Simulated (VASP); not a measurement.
Write the native input for VASP 6.6.1 that does the following.

* Task: single point
* Functional: PBEsol
* Potentials or basis: VASP PAW PBE potentials, release 64 (Nb_sv, H)
* Cutoff: 520 eV
* k mesh: 3 × 3 × 3
* Occupations: gaussian, width 0.1 eV
* Spin: no spin polarisation
* Dipole correction: no
* Further INCAR settings: LREAL = Auto; ALGO = Normal; EDIFF = 1e-06; NBANDS = 118

The structure of Nb16H (a cell with a defect) lies in POSCAR:

```
Nb16H
1.0
    6.6000000000      0.0000000000      0.0000000000
    0.0000000000      6.6000000000      0.0000000000
    0.0000000000      0.0000000000      6.6000000000
Nb H
16 1
Direct
    0.0008145455      0.0000196970      0.0003910606
    0.4988621212      0.0000196970      0.0003922727
   -0.0003634848      0.5000187879     -0.0020536364
    0.0063387879      0.0000187879      0.5059778788
    0.2498375758      0.2499410606      0.2520843939
    0.5000472727      0.5000187879     -0.0020492424
    0.4933146970      0.0000184848      0.5059901515
    0.7498389394      0.2565031818      0.2447106061
   -0.0002403030      0.5000184848      0.4985886364
    0.2498374242      0.7500963636      0.2520843939
    0.2498350000      0.2498209091      0.7527359091
    0.4999159091      0.5000184848      0.4985903030
    0.7498386364      0.7435368182      0.2447118182
    0.7498368182      0.2509998485      0.7502951515
    0.2498351515      0.7502157576      0.7527366667
    0.7498368182      0.7490387879      0.7502946970
    0.7498007576      0.0000210606      0.3754465152
```

These files were run (other wordings do the same):

INCAR

```
SYSTEM = Nb16H
PREC = Accurate ; ENCUT = 520
EDIFF = 1E-6 ; ISMEAR = 0
SIGMA = 0.1 ; LREAL = Auto
LASPH = .TRUE. ; NELM = 100
ALGO = Normal ; ISIF = 2
LWAVE = .FALSE. ; LCHARG = .FALSE.
GGA = PS ; NBANDS = 118
```

KPOINTS

```
Automatic mesh
0
G
  3 3 3
  0 0 0
```

Potentials or basis: VASP PAW PBE potentials, release 64 (Nb_sv, H).

Command:

```sh
$ cat potpaw_PBE.64/Nb_sv/POTCAR potpaw_PBE.64/H/POTCAR > POTCAR
$ mpirun -np 1 vasp_std > vasp.out
```

It gave:

```yaml
Pressure: -3.9 GPa
Largest_force: 0.010 eV/Å
```

Caveat: the PAW data sets were made with another functional, which shifts forces and pressure a little.

Run time: 16 min on 1 thread of AMD EPYC 7R43 64-Core Processor (Zen 3) (shared host), peak memory 0.42 GiB.
